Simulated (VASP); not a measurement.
A run of VASP 6.6.1:

The input INCAR:

```
PREC = Accurate
ENCUT = 520
EDIFF = 1E-7
ISMEAR = 0
SIGMA = 0.05
LREAL = F
LASPH = T
NELM = 150
ALGO = Normal
ISIF = 2
LWAVE = F
LCHARG = F
LMAXMIX = 4
LDAU = T
LDAUTYPE = 2
LDAUL = -1 2 -1
LDAUU = 0 4 0
LDAUJ = 0 0 0
LDAUPRINT = 1
GGA = PE
NBANDS = 28
```

Contents of KPOINTS:

```
regular mesh
0
Gamma
  8 8 8
```

POSCAR

```
BaTiO3
1.0
    4.0288515454      0.0000000000      0.0000000000
    0.0000000000      4.0288515454      0.0000000000
    0.0000000000      0.0000000000      4.0288515454
Ba Ti O
1 1 3
Direct
    0.5000000000      0.5000000000      0.5000000000
    0.0000000000      0.0000000000      0.0000000000
    0.5000000000      0.0000000000      0.0000000000
    0.0000000000      0.5000000000      0.0000000000
    0.0000000000      0.0000000000      0.5000000000
```

Potentials or basis: VASP PAW PBE potentials, release 64 (Ba_sv, Ti_sv, O).

Launch:

```bash
$ cat potpaw_PBE.64/Ba_sv/POTCAR potpaw_PBE.64/Ti_sv/POTCAR potpaw_PBE.64/O/POTCAR > POTCAR
$ mpirun -np 1 vasp_std > vasp.out
```

Hardware: 1 thread of Intel(R) Xeon(R) 6975P-C (Granite Rapids) (shared host).

Q: How long does it take, and how much memory?

A: It took 33 s on 1 thread of Intel(R) Xeon(R) 6975P-C (Granite Rapids) (shared host), peak memory 0.21 GiB. Counts: scf iterations 18, k points 35.
